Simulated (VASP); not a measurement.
# Si2WC3 (R-3m) in VASP: further runs

Runs on Si2WC3. Level: PBE. Tasks: single point.

Program: VASP 6.6.1. These are calculated values, not measurements. Logs are shortened: lines on timing, memory, paths and dates and some standing lists are left out, and cuts for length are marked.

## Step 1: The cell of the first run

It takes space group R-3m (No. 166, trigonal). The conventional cell has a = 5.559 Å, b = 5.559 Å, c = 8.534 Å, α = 90.00°, β = 90.00°, γ = 120.00°. Within 2.6 Å of Si (site symmetry 3m) lie 3 C at 1.95 Å and 1 W at 2.53 Å. W (site symmetry -3m) has 6 C at 2.14 Å and 2 Si at 2.53 Å within 2.8 Å. Within 2.6 Å of C (site symmetry 2/m) lie 2 Si at 1.95 Å and 2 W at 2.14 Å.

The cell was generated, and may not be a known phase.

## Step 2: Single point, PBE

The input, INCAR:

```
SYSTEM = Si2WC3
ALGO     = Normal         ! electronic algorithm
EDIFF    = 1E-6           ! SCF threshold, eV
ENCUT    = 600            ! plane-wave cutoff, eV
GGA      = PE             ! functional
GGA_COMPAT= .FALSE.      
ISIF     = 2              ! what is computed and relaxed
ISMEAR   = 0              ! smearing method
LASPH    = .TRUE.         ! aspherical terms in the spheres
LCHARG   = .FALSE.        ! write CHGCAR
LREAL    = .FALSE.        ! projectors in reciprocal space
LWAVE    = .FALSE.        ! write WAVECAR
NBANDS   = 26             ! bands
NELM     = 120            ! most SCF steps
PREC     = Accurate       ! precision mode
SIGMA    = 0.2            ! smearing width, eV
```

The input, KPOINTS:

```
k-points
0
G
  4 4 4
  0 0 0
```

The input, POSCAR:

```
Si2WC3
1.0
    2.7794441568      1.6047128321      2.8447914993
   -2.7794441568      1.6047128321      2.8447914993
    0.0000000000     -3.2094256643      2.8447914993
Si W C
2 1 3
Direct
    0.2036575721      0.2036575721      0.2036575721
    0.7963424279      0.7963424279      0.7963424279
    0.5000000000      0.5000000000      0.5000000000
    0.5000000000      0.5000000000      0.0000000000
    0.5000000000      0.0000000000      0.5000000000
    0.0000000000      0.5000000000      0.5000000000
```

Potentials or basis: VASP PAW PBE potentials, release 64 (Si, W_sv, C).

Started as:

```
$ cat potpaw_PBE.64/Si/POTCAR potpaw_PBE.64/W_sv/POTCAR potpaw_PBE.64/C/POTCAR > POTCAR
$ mpirun -np 1 vasp_std > vasp.out
```

OUTCAR:

```text
SYSTEM = Si2WC3
   EDIFF = 1E-6
   ENCUT = 600
   GGA = PE
   ISIF = 2
   ISMEAR = 0
   LASPH = .TRUE.
   LREAL = .FALSE.
   NELM = 120
   PREC = Accurate

 ion  position               nearest neighbor table
   1  0.204  0.204  0.204-   4 1.95   5 1.95   6 1.95   3 2.53   3 3.22   3 3.22   3 3.22
   2  0.796  0.796  0.796-   4 1.95   5 1.95   6 1.95   3 2.53   3 3.22   3 3.22   3 3.22
   3  0.500  0.500  0.500-   5 2.14   6 2.14   5 2.14   6 2.14   4 2.14   4 2.14   1 2.53   2 2.53
                             2 3.22   1 3.22   2 3.22   1 3.22   2 3.22   1 3.22
   4  0.500  0.500  0.000-   1 1.95   2 1.95   3 2.14   3 2.14
   5  0.500  0.000  0.500-   1 1.95   2 1.95   3 2.14   3 2.14
   6  0.000  0.500  0.500-   1 1.95   2 1.95   3 2.14   3 2.14

  LATTYP: Found a trigonal (rhomboedric) cell.
 ALAT       =     4.2887354510
 COS(alpha) =     0.1599843336

  Lattice vectors:

 A1 = (   2.7794441568,   1.6047128321,   2.8447914993)
 A2 = (  -2.7794441568,   1.6047128321,   2.8447914993)
 A3 = (   0.0000000000,  -3.2094256643,   2.8447914993)

Analysis of symmetry for initial positions (statically):
=====================================================================
 Subroutine PRICEL returns:
 Original cell was already a primitive cell.

 Routine SETGRP: Setting up the symmetry group for a
 trigonal (rhombohedral) supercell.

 Subroutine GETGRP returns: Found 12 space group operations
 (whereof 12 operations were pure point group operations)
 out of a pool of 12 trial point group operations.

The static configuration has the point symmetry D_3d.

Analysis of symmetry for dynamics (positions and initial velocities):
=====================================================================
 Subroutine PRICEL returns:
 Original cell was already a primitive cell.

 Routine SETGRP: Setting up the symmetry group for a
 trigonal (rhombohedral) supercell.

 Subroutine GETGRP returns: Found 12 space group operations
 (whereof 12 operations were pure point group operations)
 out of a pool of 12 trial point group operations.

The dynamic configuration has the point symmetry D_3d.

 Subroutine INISYM returns: Found 12 space group operations
 (whereof 12 operations are pure point group operations),
 and found     1 'primitive' translations

----------------------------------------------------------------------------------------

                                     Primitive cell

  volume of cell :      76.1302

  direct lattice vectors                    reciprocal lattice vectors
     2.779444157  1.604712832  2.844791499     0.179892083  0.103860743  0.117173204
    -2.779444157  1.604712832  2.844791499    -0.179892083  0.103860743  0.117173204
     0.000000000 -3.209425664  2.844791499     0.000000000 -0.207721486  0.117173204

  length of vectors
     4.288735451  4.288735451  4.288735451     0.238490619  0.238490619  0.238490619

  position of ions in fractional coordinates (direct lattice)
     0.203657572  0.203657572  0.203657572
     0.796342428  0.796342428  0.796342428
     0.500000000  0.500000000  0.500000000
     0.500000000  0.500000000  0.000000000
     0.500000000  0.000000000  0.500000000
     0.000000000  0.500000000  0.500000000

  ion indices of the primitive-cell ions
   primitive index   ion index
                 1           1
                 2           2
                 3           3
                 4           4
                 5           5
                 6           6

----------------------------------------------------------------------------------------

 KPOINTS: k-points

Automatic generation of k-mesh.
 Grid dimensions read from file:
 generate k-points for:    4    4    4

 Generating k-lattice:

  Cartesian coordinates                     Fractional coordinates (reciprocal lattice)
     0.044973021  0.025965186  0.029293301     0.250000000  0.000000000  0.000000000
    -0.044973021  0.025965186  0.029293301     0.000000000  0.250000000  0.000000000
     0.000000000 -0.051930371  0.029293301     0.000000000  0.000000000  0.250000000

  Length of vectors
     0.059622655  0.059622655  0.059622655

  Shift w.r.t. Gamma in fractional coordinates (k-lattice)
     0.000000000  0.000000000  0.000000000

 Subroutine IBZKPT returns following result:
 ===========================================

 Found     13 irreducible k-points:

 Following reciprocal coordinates:
            Coordinates               Weight
  0.000000  0.000000  0.000000      1.000000
  0.250000 -0.000000  0.000000      6.000000
  0.500000 -0.000000  0.000000      3.000000
  0.250000  0.250000  0.000000      6.000000
  0.500000  0.250000  0.000000     12.000000
 -0.250000  0.250000  0.000000      6.000000
  0.500000  0.500000  0.000000      3.000000
  0.250000  0.250000  0.250000      2.000000
  0.500000  0.250000  0.250000      6.000000
 -0.250000  0.250000  0.250000      6.000000
  0.500000  0.500000  0.250000      6.000000
 -0.250000  0.500000  0.250000      6.000000
  0.500000  0.500000  0.500000      1.000000
   k-points           NKPTS =     13   k-points in BZ     NKDIM =     13   number of bands    NBANDS=     26
   number of dos      NEDOS =    301   number of ions     NIONS =      6
   total plane-waves  NPLWV =  46656
   dimension x,y,z NGX =    36 NGY =   36 NGZ =   36
   dimension x,y,z NGXF=    72 NGYF=   72 NGZF=   72
   ions per type =               2   1   3
   NGX,Y,Z   is equivalent  to a cutoff of  13.95, 13.95, 13.95 a.u.
   NGXF,Y,Z  is equivalent  to a cutoff of  27.91, 27.91, 27.91 a.u.
 SYSTEM =  Si2WC3
   PREC   = accura    normal or accurate (medium, high low for compatibility)
   ISTART =      0    job   : 0-new  1-cont  2-samecut
   ICHARG =      2    charge: 1-file 2-atom 10-const
   ISPIN  =      1    spin polarized calculation?
   LNONCOLLINEAR =      F non collinear calculations
   LSORBIT =      F    spin-orbit coupling
   LASPH  =      T    aspherical Exc in radial PAW
   ENCUT  =  600.0 eV  44.10 Ry    6.64 a.u.   8.57  8.57  8.57*2*pi/ulx,y,z
   NELM   =    120;   NELMIN=  2; NELMDL= -5     # of ELM steps
   EDIFF  = 0.1E-05   stopping-criterion for ELM
   LREAL  =      F    real-space projection
   EDIFFG = 0.1E-04   stopping-criterion for IOM
   NSW    =      0    number of steps for IOM
   IBRION =     -1    ionic relax: 0-MD 1-quasi-New 2-CG
   NFREE  =      0    steps in history (QN), initial steepest desc. (CG)
   ISIF   =      2    stress and relaxation
   ISYM   =      2    0-nonsym 1-usesym 2-fastsym
   POTIM  = 0.5000    time-step for ionic-motion
   TEBEG  =    0.0;   TEEND  =   0.0 temperature during run
   PSTRESS=    0.0 pullay stress
   NELECT =      34.0000    total number of electrons
   NUPDOWN=      -1.0000    fix difference up-down
   EMIN   =  10.00;   EMAX   =-10.00  energy-range for DOS
   EFERMI =   0.00;   METHOD = LEGACY
   ISMEAR =     0;   SIGMA  =   0.20  broadening in eV -4-tet -1-fermi 0-gaus
   EFERMI_NEDOS =   21; number of points for ismear=-14 and -15
   IALGO  =     38    algorithm
   IMIX   =      4    mixing-type and parameters
     AMIX     =   0.40;   BMIX     =  1.00
     AMIX_MAG =   1.60;   BMIX_MAG =  1.00
  volume/ion in A,a.u.               =      12.69        85.63
  Fermi-wavevector in a.u.,A,eV,Ry     =   1.251360  2.364727 21.305376  1.565901
  Thomas-Fermi vector in A             =   2.385311
   LORBIT       =      0    0 simple, 1 ext, 2 COOP (PROOUT), +10 PAW based schemes
   GGA     = PE    functional components
   LHFCALC =     F    Hartree Fock is set to
   AEXX    =    0.0000 exact exchange contribution
   IVDW    =     0    specifies the selected vdW correction
   LEPSILON=     F    determine dielectric tensor
   LRPA    =     F    only Hartree local field effects (RPA)
 non-spin polarized calculation
 Gauss-broadening in eV      SIGMA  =   0.20
  energy-cutoff  :      600.00
  volume of cell :       76.13
 maximum number of plane-waves:      2560
 NGX is ok and might be reduce to    36
   NGX = 17   NGY = 17   NGZ = 17

 number of electron      34.0000001 magnetization

 Free energy of the ion-electron system (eV)
  ---------------------------------------------------
  ext. energy  EPLUGINS =         0.00000000
  ---------------------------------------------------
  free energy    TOTEN  =       -44.50698183 eV

  energy without entropy =      -44.45373735  energy(sigma->0) =      -44.48035959

 E-fermi :   7.4487     XC(G=0): -11.1989

 val. band max:        7.4383817630   @ k =  -0.2500   0.5000   0.2500
 cond. band min:       7.4924481427   @ k =   0.5000  -0.0000   0.0000
 fundamental gap:      0.0540663797
 Fermi energy:         7.4487180193

 k-point     1 :       0.0000    0.0000    0.0000
  band No.  band energies     occupation
      1     -67.2379      2.00000
      2     -31.6356      2.00000
      3     -31.4361      2.00000
      4     -31.4361      2.00000
      5      -7.6167      2.00000
      6      -3.7982      2.00000
[... 18 lines left out ...]
     25      11.6422      0.00000
     26      12.4272      0.00000

 k-point     2 :       0.2500   -0.0000    0.0000
  band No.  band energies     occupation
      1     -67.2379      2.00000
      2     -31.6370      2.00000
      3     -31.4380      2.00000
      4     -31.4357      2.00000
      5      -7.2155      2.00000
      6      -4.3461      2.00000
[... 18 lines left out ...]
     25      12.8456      0.00000
     26      13.2923      0.00000

 k-point     3 :       0.5000   -0.0000    0.0000
  band No.  band energies     occupation
      1     -67.2379      2.00000
      2     -31.6385      2.00000
      3     -31.4399      2.00000
      4     -31.4353      2.00000
      5      -6.6027      2.00000
      6      -5.0513      2.00000
[... 253 lines left out ...]
 k-point    12 :      -0.2500    0.5000    0.2500
  band No.  band energies     occupation
      1     -67.2379      2.00000
      2     -31.6412      2.00000
      3     -31.4400      2.00000
      4     -31.4379      2.00000
      5      -5.5915      2.00000
      6      -5.1498      2.00000
[... 18 lines left out ...]
     25      13.8041      0.00000
     26      13.8356      0.00000

 k-point    13 :       0.5000    0.5000    0.5000
  band No.  band energies     occupation
      1     -67.2379      2.00000
      2     -31.6440      2.00000
      3     -31.4402      2.00000
      4     -31.4402      2.00000
      5      -5.2717      2.00000
      6      -3.5671      2.00000
[... 18 lines left out ...]
     25      14.2237      0.00000
     26      14.2237      0.00000

------------------------ aborting loop because EDIFF is reached ----------------------------------------

  FORCE on cell =-STRESS in cart. coord.  units (eV):
  Direction    XX          YY          ZZ          XY          YZ          ZX
  --------------------------------------------------------------------------------------
  -------------------------------------------------------------------------------------
  Total        0.3630831      0.3630831      0.1124316      0.0000000     -0.0000000     -0.0000000
  in kB        7.6411662      7.6411662      2.3661494      0.0000000     -0.0000000     -0.0000000
  external PRESSURE =       5.8828273 kB  Pullay stress =       0.0000000 kB

 VOLUME and BASIS-vectors are now :
 -----------------------------------------------------------------------------
  energy-cutoff  :      600.00
  volume of cell :       76.13
      direct lattice vectors                 reciprocal lattice vectors
     2.779444157  1.604712832  2.844791499     0.179892083  0.103860743  0.117173204
    -2.779444157  1.604712832  2.844791499    -0.179892083  0.103860743  0.117173204
     0.000000000 -3.209425664  2.844791499     0.000000000 -0.207721486  0.117173204

 POSITION                                       TOTAL-FORCE (eV/Angst)
 -----------------------------------------------------------------------------------
      0.00000     -0.00000      1.73809         0.000000     -0.000000      0.023437
      0.00000     -0.00000      6.79628         0.000000      0.000000     -0.023437
      0.00000     -0.00000      4.26719         0.000000      0.000000      0.000000
      0.00000      1.60471      2.84479        -0.000000      0.000000      0.000000
      1.38972     -0.80236      2.84479         0.000000      0.000000      0.000000
     -1.38972     -0.80236      2.84479         0.000000      0.000000      0.000000
 -----------------------------------------------------------------------------------
    total drift:                               -0.000000     -0.000000      0.000000

  FREE ENERGIE OF THE ION-ELECTRON SYSTEM (eV)
  ---------------------------------------------------
  free  energy   TOTEN  =       -44.5069818337 eV

  energy  without entropy=      -44.4537373539  energy(sigma->0) =      -44.48035959
```

Run time: 25 s. Hardware: 1 thread of Intel Xeon Platinum 8375C at 2.90GHz (Ice Lake), shared host; peak memory 0.21 GiB.

What came out:

- Free energy: -44.5070 eV
- Pressure: 0.6 GPa
- Largest force: 0.023 eV/Å
- Band gap on the k mesh: zero (bands 17 and 18 overlap by 0.84 eV)

Forces in eV/Å, atoms in the order of the input:
```
Si   0.000  0.000  0.023
Si   0.000  0.000 -0.023
W    0.000  0.000  0.000
C    0.000  0.000  0.000
C    0.000  0.000  0.000
C    0.000  0.000  0.000
```

Levels at points of the mesh, in eV from the Fermi level:
```
           k point  band 15  band 16  band 17  band 18  band 19  band 20
(0.00, 0.00, 0.00)    -1.44    -1.29    -1.29     0.53     0.53     0.86
(0.50, 0.00, 0.00)    -2.14    -0.94     0.04     0.34     0.72     1.32
(0.50, 0.50, 0.00)    -2.27    -1.22    -0.19     0.47     1.67     2.50
(0.50, 0.50, 0.50)    -0.88    -0.88     0.35     1.78     2.40     2.40
```

Caveat: the k points lie up to 0.37 Å⁻¹ apart, too coarse for converged energies and pressures of a metal; spin-orbit coupling is left out, which moves the levels of the heavy elements.

[end of part 1 of 2]

The gap in the log of VASP goes by the Fermi energy; the results here count the filled bands.